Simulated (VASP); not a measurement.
A run of VASP 6.6.1 is set up as follows.

POSCAR

```
MgO
1.0
    2.6233491285      0.0000000000      0.0000000000
    0.0000000000      2.6233491285      0.0000000000
    0.0000000000      0.0000000000      2.6233491285
Mg O
1 1
Direct
    0.0000000000      0.0000000000      0.0000000000
    0.5000000000      0.5000000000      0.5000000000
```

File INCAR.step1:

```
SYSTEM = MgO
PREC     = Accurate       ! precision mode
ENCUT    = 500            ! plane-wave cutoff, eV
EDIFF    = 1E-8           ! SCF threshold, eV
ISMEAR   = 0              ! smearing method
SIGMA    = 0.01           ! smearing width, eV
LREAL    = .FALSE.        ! projectors in reciprocal space
LASPH    = .TRUE.         ! aspherical terms in the spheres
NELM     = 100            ! most SCF steps
ALGO     = Normal         ! electronic algorithm
LWAVE    = .TRUE.         ! write WAVECAR
LCHARG   = .FALSE.        ! write CHGCAR
GGA      = PE             ! functional
```

Contents of INCAR.step2:

```
SYSTEM = MgO
PREC     = Accurate       ! precision mode
ENCUT    = 500            ! plane-wave cutoff, eV
EDIFF    = 1E-8           ! SCF threshold, eV
ISMEAR   = 0              ! smearing method
SIGMA    = 0.01           ! smearing width, eV
LREAL    = .FALSE.        ! projectors in reciprocal space
LASPH    = .TRUE.         ! aspherical terms in the spheres
NELM     = 1              ! most SCF steps
ALGO     = Exact          ! electronic algorithm
LWAVE    = .TRUE.         ! write WAVECAR
LCHARG   = .FALSE.        ! write CHGCAR
GGA      = PE             ! functional
NBANDS   = 64             ! bands
LOPTICS  = .TRUE.         ! frequency-dependent dielectric function
ISTART   = 1
```

The input INCAR.step3:

```
SYSTEM = MgO
PREC     = Accurate       ! precision mode
ENCUT    = 500            ! plane-wave cutoff, eV
EDIFF    = 1E-8           ! SCF threshold, eV
ISMEAR   = 0              ! smearing method
SIGMA    = 0.01           ! smearing width, eV
LREAL    = .FALSE.        ! projectors in reciprocal space
LASPH    = .TRUE.         ! aspherical terms in the spheres
ALGO     = EVGW0          ! electronic algorithm
LWAVE    = .FALSE.        ! write WAVECAR
LCHARG   = .FALSE.        ! write CHGCAR
GGA      = PE             ! functional
NELMGW   = 1            
NBANDS   = 64             ! bands
ENCUTGW  = 80.0           ! cutoff of the response function
NOMEGA   = 48             ! frequency points
PRECFOCK = Fast         
ISTART   = 1            
NBANDSGW = 12
```

File KPOINTS:

```
Automatic mesh
0
G
  4 4 4
  0 0 0
```

Potentials or basis: VASP PAW PBE potentials, release 64 (Mg_GW, O_GW).

Run with:

```sh
$ cat potpaw_PBE.64/Mg_GW/POTCAR potpaw_PBE.64/O_GW/POTCAR > POTCAR
$ cp INCAR.step1 INCAR
$ mpirun -np 1 vasp_std > vasp.out
$ cp INCAR.step2 INCAR
$ mpirun -np 1 vasp_std > vasp.out
$ cp INCAR.step3 INCAR
$ mpirun -np 1 vasp_std > vasp.out
```

Predict the quasiparticle gap.

4.26 eV.

What does it give for the least direct quasiparticle gap?

5.44 eV.

Estimate the band gap on the k mesh, mean-field level.

2.59 eV, indirect (least direct gap 3.61 eV).

Caveat: the k points lie up to 0.60 Å⁻¹ apart; bands, screening cutoff and mesh are small and nothing is extrapolated, so the quasiparticle values aren't converged. A k mesh can miss the band edges.
